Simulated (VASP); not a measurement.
**Cr: single point with PBEsol**

The system is Cr.

```
Cr
1.0
    -0.77275    1.54550    1.54550
     1.54550   -0.77275    1.54550
     1.54550    1.54550   -0.77275
Cr
1
Direct
  0.00000 0.00000 0.00000
```

This cell differs from its parent crystal: ratio of the length along [111] to the lengths across it x 0.5, volume and fractional coordinates fixed.

```
Program             : VASP 6.6.1
Task                : single point
Functional          : PBEsol
Potentials or basis : VASP PAW PBE potentials, release 64 (Cr_pv)
Cutoff              : 520 eV
k mesh              : 24 × 24 × 24
Occupations         : gaussian, width 0.15 eV
Spin                : no spin polarisation
```

```yaml
Pressure: -2.9 GPa
Band_gap_on_the_k_mesh: zero (band 6 reaches 10.93 eV, above the bottom of band 7 at 9.17 eV)
```

Levels at points of the mesh, in eV from the Fermi level:
```tsv
k point	band 2	band 3	band 4	band 5	band 6	band 7	band 8	band 9	band 10	band 11
(0.00, 0.00, 0.00)	-42.35	-42.35	-7.47	-3.28	-3.28	2.54	2.54	2.54	7.52	19.88
(0.50, 0.00, 0.00)	-42.24	-42.24	-3.15	-2.48	-0.69	0.50	0.50	2.73	7.49	7.59
(0.50, 0.50, 0.00)	-43.30	-42.15	-4.74	-1.71	0.94	0.94	3.92	6.32	6.32	7.52
(0.50, 0.50, 0.50)	-43.15	-43.15	-3.07	-3.07	-3.07	4.03	4.03	7.52	11.20	14.39
```

Wall time 26 s on 1 thread of AMD EPYC 9R45 96-Core Processor (Zen 5) (shared host), peak memory 0.14 GiB.

Caveat: the PAW data sets were made with another functional, which shifts forces and pressure a little; the run has no spin polarisation, though such a crystal can be magnetic. Spin polarisation is off, so any magnetic state and its effect on volume and gap are missing.
